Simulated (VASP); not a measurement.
A run of VASP 6.6.1 is set up as follows.

Contents of INCAR:

```
PREC     = Accurate       # precision mode
ENCUT    = 520            # plane-wave cutoff, eV
EDIFF    = 1E-6           # SCF threshold, eV
ISMEAR   = -1             # smearing method
SIGMA    = 0.1            # smearing width, eV
LREAL    = F              # projectors in reciprocal space
LASPH    = T              # aspherical terms in the spheres
NELM     = 150            # most SCF steps
ALGO     = Normal         # electronic algorithm
ISIF     = 2              # what is computed and relaxed
LWAVE    = F              # write WAVECAR
LCHARG   = F              # write CHGCAR
ISPIN    = 2              # spin polarisation
MAGMOM   = 0.665 0.665 0 0 # initial moments
LORBIT   = 11             # projections on sites
NUPDOWN  = 1.33           # fixed moment
LMAXMIX  = 4              # l up to which the mixer works
GGA      = PS             # functional
NBANDS   = 30             # bands
```

File KPOINTS:

```
Automatic mesh
0
Gamma
  9 9 6
```

Contents of POSCAR:

```
MnSb
1.0
    4.1500000000      0.0000000000      0.0000000000
   -2.0750000000      3.5940054257      0.0000000000
    0.0000000000      0.0000000000      5.7800000000
Mn Sb
2 2
Direct
    0.0000000000      0.0000000000      0.0000000000
    0.0000000000      0.0000000000      0.5000000000
    0.3333333333      0.6666666667      0.2500000000
    0.6666666667      0.3333333333      0.7500000000
```

Potentials or basis: VASP PAW PBE potentials, release 64 (Mn_pv, Sb).

Command:

```console
$ cat potpaw_PBE.64/Mn_pv/POTCAR potpaw_PBE.64/Sb/POTCAR > POTCAR
$ mpirun -np 1 vasp_std > vasp.out
```

Task: Predict the pressure.

Result: -18.9 GPa.

Stress tensor (GPa, compression positive):
```
-17.18   0.00   0.00
  0.00 -17.18   0.00
  0.00   0.00 -22.30
```

Caveat: the stress differs along the axes, from -22 to -17 GPa; the PAW data sets were made with another functional, which shifts forces and pressure a little; the total moment is fixed, so each spin has its own Fermi level and the state may be an excited one; the run started ferromagnetic, and an antiferromagnetic order may lie lower in energy.
